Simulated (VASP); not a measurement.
Here is a VASP 6.6.1 calculation.

The input INCAR:

```
SYSTEM = Co
ALGO     = Normal         ! electronic algorithm
EDIFF    = 1E-6           ! SCF threshold, eV
ENCUT    = 520            ! plane-wave cutoff, eV
GGA      = PE             ! functional
ISIF     = 2              ! what is computed and relaxed
ISMEAR   = -1             ! smearing method
LASPH    = .True.         ! aspherical terms in the spheres
LCHARG   = .False.        ! write CHGCAR
LMAXMIX  = 4              ! l up to which the mixer works
LNONCOLLINEAR= .True.         ! non-collinear magnetism
LORBIT   = 11             ! projections on sites
LREAL    = .False.        ! projectors in reciprocal space
LWAVE    = .False.        ! write WAVECAR
MAGMOM   = 0 0 1.7 0 0 1.7 ! initial moments
NBANDS   = 30             ! bands
NELM     = 150            ! most SCF steps
PREC     = Accurate       ! precision mode
SIGMA    = 0.08           ! smearing width, eV
```

File KPOINTS:

```
k-points
0
Gamma
  15 15 8
  0 0 0
```

The input POSCAR:

```
Co
1.0
    2.4873648738      0.0000000000      0.0000000000
   -1.2436824369      2.1541211692      0.0000000000
    0.0000000000      0.0000000000      4.0632895034
Co
2
Direct
    0.6666666667      0.3333333333      0.2598610000
    0.3333333333      0.6666666667      0.7401390000
```

Potentials or basis: VASP PAW PBE potentials, release 64 (Co).

Launch:

```bash
$ cat potpaw_PBE.64/Co/POTCAR > POTCAR
$ mpirun -np 1 vasp_ncl > vasp.out
```

(1) Estimate the band gap on the k mesh.

(2) What does it give for the net moment?

Answers

(1) zero (band 18 reaches 11.41 eV, above the bottom of band 19 at 9.21 eV).

(2) 3.26 μB per cell.
